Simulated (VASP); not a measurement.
# Si (Ibca) in VASP: single point with r2SCAN

Aim: the single point of Si with r2SCAN.

All numbers are computed with VASP 6.6.1; they aren't measurements. Logs are shortened: lines on timing, memory, paths and dates and some standing lists are left out, and cuts for length are marked.

**1. The cell of the first run**

Symmetry: Ibca, No. 73, orthorhombic system. The conventional cell has a = 6.315 Å, b = 6.315 Å, c = 6.647 Å, α = 90.00°, β = 90.00°, γ = 90.00°. Within 3.0 Å of Si (site symmetry 1) lie 4 Si at 2.24 to 2.36 Å.

**2. Single point, r2SCAN (strain -0.0500 x Voigt [1, 1, 0, 0, 0, 0])**

POSCAR

```
Si
1.0
   -3.1574338188      3.1574338188      3.3236145461
    3.1574338188     -3.1574338188      3.3236145461
    3.1574338188      3.1574338188     -3.3236145461
Si
8
Direct
    0.2013996517      0.2013996517      0.2013996517
    0.5000000000      0.0000000000      0.2986003483
    0.2986003483      0.5000000000      0.0000000000
    0.0000000000      0.2986003483      0.5000000000
    0.7986003483      0.7986003483      0.7986003483
    0.5000000000      0.0000000000      0.7013996517
    0.7013996517      0.5000000000      0.0000000000
    0.0000000000      0.7013996517      0.5000000000
```

INCAR.step1

```
PREC     = Accurate       # precision mode
ENCUT    = 520            # plane-wave cutoff, eV
ISMEAR   = 0              # smearing method
SIGMA    = 0.15           # smearing width, eV
LREAL    = False          # projectors in reciprocal space
LASPH    = True           # aspherical terms in the spheres
NELM     = 100            # most SCF steps
NBANDS   = 26             # bands
GGA      = PE             # functional
ALGO     = Normal         # electronic algorithm
EDIFF    = 1E-4           # SCF threshold, eV
LWAVE    = True           # write WAVECAR
LCHARG   = False          # write CHGCAR
```

INCAR.step2

```
PREC     = Accurate       # precision mode
ENCUT    = 520            # plane-wave cutoff, eV
EDIFF    = 1E-6           # SCF threshold, eV
ISMEAR   = 0              # smearing method
SIGMA    = 0.15           # smearing width, eV
LREAL    = False          # projectors in reciprocal space
LASPH    = True           # aspherical terms in the spheres
NELM     = 100            # most SCF steps
ALGO     = Normal         # electronic algorithm
ISIF     = 2              # what is computed and relaxed
LWAVE    = False          # write WAVECAR
LCHARG   = False          # write CHGCAR
METAGGA  = R2SCAN         # meta-GGA
LMIXTAU  = True         
NBANDS   = 26             # bands
ISTART   = 1
```

KPOINTS

```
regular mesh
0
Gamma
  8 8 8
```

Potentials or basis: VASP PAW PBE potentials, release 64 (Si).

Command:

```
$ cat potpaw_PBE.64/Si/POTCAR > POTCAR
$ cp INCAR.step1 INCAR
$ mpirun -np 1 vasp_std > vasp.out
$ cp INCAR.step2 INCAR
$ mpirun -np 1 vasp_std > vasp.out
```

OUTCAR:

```text
PREC = Accurate
   ENCUT = 520
   EDIFF = 1E-6
   ISMEAR = 0
   LREAL = False
   LASPH = True
   NELM = 100
   ISIF = 2
   METAGGA = R2SCAN
   ISTART = 1

 ion  position               nearest neighbor table
   1  0.201  0.201  0.201-   5 2.24   2 2.27   4 2.31   3 2.36
   2  0.500  0.000  0.299-   6 2.24   1 2.27   3 2.31   4 2.36
   3  0.299  0.500  0.000-   7 2.24   4 2.27   2 2.31   1 2.36
   4  0.000  0.299  0.500-   8 2.24   3 2.27   1 2.31   2 2.36
   5  0.799  0.799  0.799-   1 2.24   6 2.27   8 2.31   7 2.36
   6  0.500  0.000  0.701-   2 2.24   5 2.27   7 2.31   8 2.36
   7  0.701  0.500  0.000-   3 2.24   8 2.27   6 2.31   5 2.36
   8  0.000  0.701  0.500-   4 2.24   7 2.27   5 2.31   6 2.36

  LATTYP: Found a body centered tetragonal cell.
 ALAT       =     6.3148676376
 C/A-ratio  =     1.0526315789

  Lattice vectors:

 A1 = (  -3.1574338188,   3.1574338188,   3.3236145461)
 A2 = (   3.1574338188,  -3.1574338188,   3.3236145461)
 A3 = (   3.1574338188,   3.1574338188,  -3.3236145461)

Analysis of symmetry for initial positions (statically):
=====================================================================
 Subroutine PRICEL returns:
 Original cell was already a primitive cell.

 Routine SETGRP: Setting up the symmetry group for a
 body centered tetragonal supercell.

 Subroutine GETGRP returns: Found  8 space group operations
 (whereof  2 operations were pure point group operations)
 out of a pool of 16 trial point group operations.

The static configuration has the point symmetry S_2 .
 The point group associated with its full space group is D_2h.

Analysis of symmetry for dynamics (positions and initial velocities):
=====================================================================
 Subroutine PRICEL returns:
 Original cell was already a primitive cell.

 Routine SETGRP: Setting up the symmetry group for a
 body centered tetragonal supercell.

 Subroutine GETGRP returns: Found  8 space group operations
 (whereof  2 operations were pure point group operations)
 out of a pool of 16 trial point group operations.

The dynamic configuration has the point symmetry S_2 .
 The point group associated with its full space group is D_2h.

 Subroutine INISYM returns: Found  8 space group operations
 (whereof  2 operations are pure point group operations),
 and found     1 'primitive' translations

----------------------------------------------------------------------------------------

                                     Primitive cell

  volume of cell :     132.5376

  direct lattice vectors                    reciprocal lattice vectors
    -3.157433819  3.157433819  3.323614546     0.000000000  0.158356447  0.150438624
     3.157433819 -3.157433819  3.323614546     0.158356447  0.000000000  0.150438624
     3.157433819  3.157433819 -3.323614546     0.158356447  0.158356447  0.000000000

  length of vectors
     5.566434253  5.566434253  5.566434253     0.218422856  0.218422856  0.223949835

  position of ions in fractional coordinates (direct lattice)
     0.201399652  0.201399652  0.201399652
     0.500000000  0.000000000  0.298600348
     0.298600348  0.500000000  0.000000000
     1.000000000  0.298600348  0.500000000
     0.798600348  0.798600348  0.798600348
     0.500000000  1.000000000  0.701399652
     0.701399652  0.500000000  0.000000000
     0.000000000  0.701399652  0.500000000

  ion indices of the primitive-cell ions
   primitive index   ion index
                 1           1
                 2           2
                 3           3
                 4           4
                 5           5
                 6           6
                 7           7
                 8           8

----------------------------------------------------------------------------------------

 KPOINTS: regular mesh

Automatic generation of k-mesh.
 Grid dimensions read from file:
 generate k-points for:    8    8    8

 Generating k-lattice:

  Cartesian coordinates                     Fractional coordinates (reciprocal lattice)
     0.000000000  0.019794556  0.018804828     0.125000000  0.000000000 -0.000000000
     0.019794556  0.000000000  0.018804828     0.000000000  0.125000000 -0.000000000
     0.019794556  0.019794556  0.000000000     0.000000000  0.000000000  0.125000000

  Length of vectors
     0.027302857  0.027302857  0.027993729

  Shift w.r.t. Gamma in fractional coordinates (k-lattice)
     0.000000000  0.000000000  0.000000000

 Subroutine IBZKPT returns following result:
 ===========================================

 Found     95 irreducible k-points:

 Following reciprocal coordinates:
            Coordinates               Weight
  0.000000  0.000000  0.000000      1.000000
  0.125000  0.000000  0.000000      4.000000
  0.000000  0.125000  0.000000      4.000000
  0.250000  0.000000  0.000000      4.000000
  0.000000  0.250000  0.000000      4.000000
  0.375000  0.000000  0.000000      4.000000
[... 16 lines left out ...]
  0.375000  0.250000  0.000000      8.000000
  0.000000 -0.375000 -0.250000      8.000000
 [... further k-points ...]
   k-points           NKPTS =     95   k-points in BZ     NKDIM =     95   number of bands    NBANDS=     26
   number of dos      NEDOS =    301   number of ions     NIONS =      8
   total plane-waves  NPLWV =  74088
   dimension x,y,z NGX =    42 NGY =   42 NGZ =   42
   dimension x,y,z NGXF=    84 NGYF=   84 NGZF=   84
   ions per type =               8
   NGX,Y,Z   is equivalent  to a cutoff of  12.54, 12.54, 12.54 a.u.
   NGXF,Y,Z  is equivalent  to a cutoff of  25.09, 25.09, 25.09 a.u.
 SYSTEM =  unknown system
   PREC   = accura    normal or accurate (medium, high low for compatibility)
   ISTART =      1    job   : 0-new  1-cont  2-samecut
   ICHARG =      0    charge: 1-file 2-atom 10-const
   ISPIN  =      1    spin polarized calculation?
   LNONCOLLINEAR =      F non collinear calculations
   LSORBIT =      F    spin-orbit coupling
   LASPH  =      T    aspherical Exc in radial PAW
   ENCUT  =  520.0 eV  38.22 Ry    6.18 a.u.  10.35 10.35 10.35*2*pi/ulx,y,z
   NELM   =    100;   NELMIN=  2; NELMDL=  0     # of ELM steps
   EDIFF  = 0.1E-05   stopping-criterion for ELM
   LREAL  =      F    real-space projection
   EDIFFG = 0.1E-04   stopping-criterion for IOM
   NSW    =      0    number of steps for IOM
   IBRION =     -1    ionic relax: 0-MD 1-quasi-New 2-CG
   NFREE  =      0    steps in history (QN), initial steepest desc. (CG)
   ISIF   =      2    stress and relaxation
   ISYM   =      2    0-nonsym 1-usesym 2-fastsym
   POTIM  = 0.5000    time-step for ionic-motion
   TEBEG  =    0.0;   TEEND  =   0.0 temperature during run
   PSTRESS=    0.0 pullay stress
   NELECT =      32.0000    total number of electrons
   NUPDOWN=      -1.0000    fix difference up-down
   EMIN   =  10.00;   EMAX   =-10.00  energy-range for DOS
   EFERMI =   0.00;   METHOD = LEGACY
   ISMEAR =     0;   SIGMA  =   0.15  broadening in eV -4-tet -1-fermi 0-gaus
   EFERMI_NEDOS =   21; number of points for ismear=-14 and -15
   IALGO  =     38    algorithm
   IMIX   =      4    mixing-type and parameters
     AMIX     =   0.40;   BMIX     =  1.00
     AMIX_MAG =   1.60;   BMIX_MAG =  1.00
  volume/ion in A,a.u.               =      16.57       111.80
  Fermi-wavevector in a.u.,A,eV,Ry     =   1.019401  1.926389 14.138884  1.039179
  Thomas-Fermi vector in A             =   2.152913
   LORBIT       =      0    0 simple, 1 ext, 2 COOP (PROOUT), +10 PAW based schemes
   METAGGA = R2SCAN    functional components
   LHFCALC =     F    Hartree Fock is set to
   AEXX    =    0.0000 exact exchange contribution
   IVDW    =     0    specifies the selected vdW correction
   LEPSILON=     F    determine dielectric tensor
   LRPA    =     F    only Hartree local field effects (RPA)
 non-spin polarized calculation
 Gauss-broadening in eV      SIGMA  =   0.15
  energy-cutoff  :      520.00
  volume of cell :      132.54
 maximum number of plane-waves:      3598
 NGX is ok and might be reduce to    42
   NGX = 21   NGY = 21   NGZ = 21

 number of electron      31.9999998 magnetization

 Free energy of the ion-electron system (eV)
  ---------------------------------------------------
  ext. energy  EPLUGINS =         0.00000000
  ---------------------------------------------------
  free energy    TOTEN  =       -68.03210228 eV

  energy without entropy =      -68.02505368  energy(sigma->0) =      -68.02857798

 E-fermi :   8.2413     XC(G=0): -10.8057

 val. band max:        8.2312569574   @ k =  -0.1250   0.5000   0.5000
 cond. band min:       8.2524434049   @ k =  -0.3750   0.5000   0.5000
 fundamental gap:      0.0211864475
 Fermi energy:         8.2413247319

 k-point     1 :       0.0000    0.0000    0.0000
  band No.  band energies     occupation
      1      -5.9068      2.00000
      2      -0.7276      2.00000
      3      -0.7032      2.00000
      4      -0.5996      2.00000
      5      -0.1897      2.00000
      6       1.0197      2.00000
[... 18 lines left out ...]
     25      14.3753      0.00000
     26      14.6147      0.00000

 k-point     2 :       0.1250    0.0000    0.0000
  band No.  band energies     occupation
      1      -5.8001      2.00000
      2      -1.3219      2.00000
      3      -0.9847      2.00000
      4      -0.5146      2.00000
      5      -0.2501      2.00000
      6       0.8813      2.00000
[... 18 lines left out ...]
     25      14.3322      0.00000
     26      14.4485      0.00000

 k-point     3 :       0.0000    0.1250    0.0000
  band No.  band energies     occupation
      1      -5.8001      2.00000
      2      -1.3164      2.00000
      3      -0.8096      2.00000
      4      -0.8041      2.00000
      5      -0.1627      2.00000
      6       1.0239      2.00000
[... 572 lines left out ...]
 k-point    23 :       0.3750    0.2500    0.0000
  band No.  band energies     occupation
      1      -3.9734      2.00000
      2      -3.8644      2.00000
      3      -3.0377      2.00000
      4      -1.5686      2.00000
      5       0.7743      2.00000
      6       1.0164      2.00000
[... 18 lines left out ...]
     25      13.0932      0.00000
     26      13.3746      0.00000

 k-point    24 :       0.0000   -0.3750   -0.2500
  band No.  band energies     occupation
      1      -3.9729      2.00000
      2      -3.8679      2.00000
      3      -3.0306      2.00000
      4      -1.5651      2.00000
      5       0.7215      2.00000
      6       0.9633      2.00000
[... 18 lines left out ...]
     25      13.2800      0.00000
     26      13.5144      0.00000

 [... further k-points ...]

------------------------ aborting loop because EDIFF is reached ----------------------------------------

  FORCE on cell =-STRESS in cart. coord.  units (eV):
  Direction    XX          YY          ZZ          XY          YZ          ZX
  --------------------------------------------------------------------------------------
  -------------------------------------------------------------------------------------
  Total       13.4430595     13.6737736      5.0172007     -0.0000000      0.0000000      0.0000000
  in kB      162.5060549    165.2950360     60.6502929     -0.0000000      0.0000000      0.0000000
  external PRESSURE =     129.4837946 kB  Pullay stress =       0.0000000 kB

 VOLUME and BASIS-vectors are now :
 -----------------------------------------------------------------------------
  energy-cutoff  :      520.00
  volume of cell :      132.54
      direct lattice vectors                 reciprocal lattice vectors
    -3.157433819  3.157433819  3.323614546     0.000000000  0.158356447  0.150438624
     3.157433819 -3.157433819  3.323614546     0.158356447  0.000000000  0.150438624
     3.157433819  3.157433819 -3.323614546     0.158356447  0.158356447  0.000000000

 POSITION                                       TOTAL-FORCE (eV/Angst)
 -----------------------------------------------------------------------------------
      0.63591      0.63591      0.66937         0.480581     -0.031498      0.548804
     -0.63591      2.52153      0.66937        -0.480581      0.031498      0.548804
      0.63591     -0.63591      2.65424         0.480581      0.031498     -0.548804
      2.52153      0.63591     -0.66937        -0.480581     -0.031498     -0.548804
      2.52153      2.52153      2.65424        -0.480581      0.031498     -0.548804
      0.63591      3.79334     -0.66937         0.480581     -0.031498     -0.548804
     -0.63591      0.63591      3.99299        -0.480581     -0.031498      0.548804
      3.79334     -0.63591      0.66937         0.480581      0.031498      0.548804
 -----------------------------------------------------------------------------------
    total drift:                               -0.000000     -0.000000      0.000000

  FREE ENERGIE OF THE ION-ELECTRON SYSTEM (eV)
  ---------------------------------------------------
  free  energy   TOTEN  =       -68.0321022796 eV

  energy  without entropy=      -68.0250536765  energy(sigma->0) =      -68.02857798
```

Wall time 19 min (1 thread of Intel Xeon Platinum 8259CL at 2.50GHz (Skylake/Cascade Lake), shared host); peak memory 0.41 GiB.

Results:

```yaml
Free_energy: -68.0321 eV
Pressure: 12.9 GPa
Largest_force: 0.730 eV/Å
Band_gap_on_the_k_mesh: zero (bands 16 and 17 overlap by 0.17 eV)
```

Forces on the atoms (eV/Å):
```
Si   0.481 -0.031  0.549
Si  -0.481  0.031  0.549
Si   0.481  0.031 -0.549
Si  -0.481 -0.031 -0.549
Si  -0.481  0.031 -0.549
Si   0.481 -0.031 -0.549
Si  -0.481 -0.031  0.549
Si   0.481  0.031  0.549
```

Caveat: the cell differs from its parent crystal (strain -0.0500 x Voigt [1, 1, 0, 0, 0, 0]); the cell stands under pressure; semilocal functionals underestimate gaps, so a narrow gap can read as zero; the PAW data sets were made with another functional, which shifts forces and pressure a little.
